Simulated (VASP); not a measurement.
Input of a VASP 6.6.1 run:

INCAR

```
SYSTEM = TaN
PREC = Accurate
ENCUT = 600
EDIFF = 1E-6
ISMEAR = 1
SIGMA = 0.1
LREAL = .FALSE.
LASPH = .TRUE.
NELM = 80
ALGO = Normal
ISIF = 3
LWAVE = .FALSE.
LCHARG = .FALSE.
GGA = PS
IBRION = 2
NSW = 80
EDIFFG = -0.005
```

The input KPOINTS:

```
Automatic mesh
0
G
  9 9 13
  0 0 0
```

The input POSCAR:

```
TaN
1.0
    5.2084955000      0.0000000000      0.0000000000
   -2.6042477000      4.5106894000      0.0000000000
    0.0000000000      0.0000000000      2.9147478000
Ta N
3 3
Direct
    0.0000000000      0.0000000000      0.0000000000
    0.3333333300      0.6666666700      0.5000000000
    0.6666666700      0.3333333300      0.5000000000
    0.3923921700      0.0000000000      0.0000000000
    0.6076078300      0.6076078300      0.0000000000
    0.0000000000      0.3923921700      0.0000000000
```

Potentials or basis: VASP PAW PBE potentials, release 64 (Ta_pv, N).

The run is started by

```sh
$ cat potpaw_PBE.64/Ta_pv/POTCAR potpaw_PBE.64/N/POTCAR > POTCAR
$ mpirun -np 1 vasp_std > vasp.out
```

Problem. Predict the relaxed cell.

Solution. a = 5.183 Å, b = 5.183 Å, c = 2.898 Å, α = 90.00°, β = 90.00°, γ = 120.00°.

Problem. What does it give for the relaxed volume?

Solution. 11.24 Å³/atom.

Problem. Predict the band gap on the k mesh.

Solution. Zero (band 24 reaches 10.19 eV, above the bottom of band 25 at 7.04 eV).

Problem. Estimate the space group after relaxing (to 0.05 Å).

Solution. P-62m (No. 189).

Final structure:
```xyz
6
Lattice="5.1834 0.0000 0.0000 -2.5917 4.4890 0.0000 0.0000 0.0000 2.8977" Properties=species:S:1:pos:R:3 pbc="T T T"
Ta    0.0000    0.0000    0.0000
Ta    0.0000    2.9926    1.4489
Ta    2.5917    1.4963    1.4489
N    -0.5530    4.4890    0.0000
N     1.5723    2.7234    0.0000
N     4.1640    1.7656    0.0000
```

Caveat: the PAW data sets were made with another functional, which shifts forces and pressure a little; spin-orbit coupling is left out, which moves the levels of the heavy elements.
